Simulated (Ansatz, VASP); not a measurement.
## Te2Mo in VASP and in Ansatz

The input INCAR:

```
SYSTEM = Te2Mo
PREC     = Accurate       ! precision mode
ENCUT    = 600            ! plane-wave cutoff, eV
EDIFF    = 1E-6           ! SCF threshold, eV
ISMEAR   = 0              ! smearing method
SIGMA    = 0.1            ! smearing width, eV
LREAL    = .False.        ! projectors in reciprocal space
LASPH    = .True.         ! aspherical terms in the spheres
NELM     = 60             ! most SCF steps
ALGO     = Normal         ! electronic algorithm
ISIF     = 3              ! what is computed and relaxed
LWAVE    = .False.        ! write WAVECAR
LCHARG   = .False.        ! write CHGCAR
GGA      = PE             ! functional
IBRION   = 2              ! ionic algorithm
NSW      = 100            ! ionic steps
EDIFFG   = -0.01          ! ionic threshold
```

Contents of KPOINTS:

```
Automatic mesh
0
Gamma
  8 8 8
  0 0 0
```

Contents of POSCAR:

```
Te2Mo
1.0
    0.0000000000      4.2055779821      4.2055779821
    4.2055779821      0.0000000000      4.2055779821
    4.2055779821      4.2055779821      0.0000000000
Te Mo
4 2
Direct
    0.1250000000      0.1250000000      0.1250000000
    0.6250000000      0.1250000000      0.1250000000
    0.1250000000      0.1250000000      0.6250000000
    0.1250000000      0.6250000000      0.1250000000
    0.5000000000      0.5000000000      0.5000000000
    0.7500000000      0.7500000000      0.7500000000
```

Input for Ansatz:

```yaml
crystal:
  lattice:
    - [0.0, 4.2055779821, 4.2055779821]
    - [4.2055779821, 0.0, 4.2055779821]
    - [4.2055779821, 4.2055779821, 0.0]
  atoms:
    - { symbol: Te, position: [0.125, 0.125, 0.125] }
    - { symbol: Te, position: [0.625, 0.125, 0.125] }
    - { symbol: Te, position: [0.125, 0.125, 0.625] }
    - { symbol: Te, position: [0.125, 0.625, 0.125] }
    - { symbol: Mo, position: [0.5, 0.5, 0.5] }
    - { symbol: Mo, position: [0.75, 0.75, 0.75] }
basis:
  ecutwfc: 420
kpoints:
  mp_grid: { grid: [8, 8, 8] }
hamiltonian:
  xc: pbe
scf:
  occupations: { method: gaussian, width: 0.1 }
output:
  forces: true
  stress: true
  eigenvalues: true
relax:
  adjacent_minimum: "off"
  f_tol: 0.01
  max_steps: 80
  cell: { stress_tol: 0.05 }
```

Alike in both runs: task relaxation of cell and atoms; functional PBE; k mesh 8 × 8 × 8; occupations gaussian, width 0.1 eV; no spin polarisation.

|  | VASP | Ansatz |
| --- | --- | --- |
| version | VASP 6.6.1 | Ansatz 0.2.0 |
| potentials or method | VASP PAW PBE potentials, release 64 (Te, Mo_sv), cutoff 600 eV | scalar-relativistic, plane waves, PAW |
| valence electrons in the cell | 52 | 92 |

|  | VASP | Ansatz | Ansatz less VASP |
| --- | --- | --- | --- |
| gap on the k mesh at the Fermi level, each at its own relaxed structure (eV) | none | none | - |
| relaxed volume (Å³/atom) | 24.84 | 24.84 | +0.003 |
| relaxed length of the cell vector where the two differ most in proportion (Å) | 5.951 | 5.951 | +0.0002 |

A gap of «none» marks a metal or a gap that the smearing closes. VASP's potentials hold 52 valence electrons a cell and Ansatz's 92, so a difference there can come from the potentials and not from the codes.

Spin-orbit coupling is off throughout.
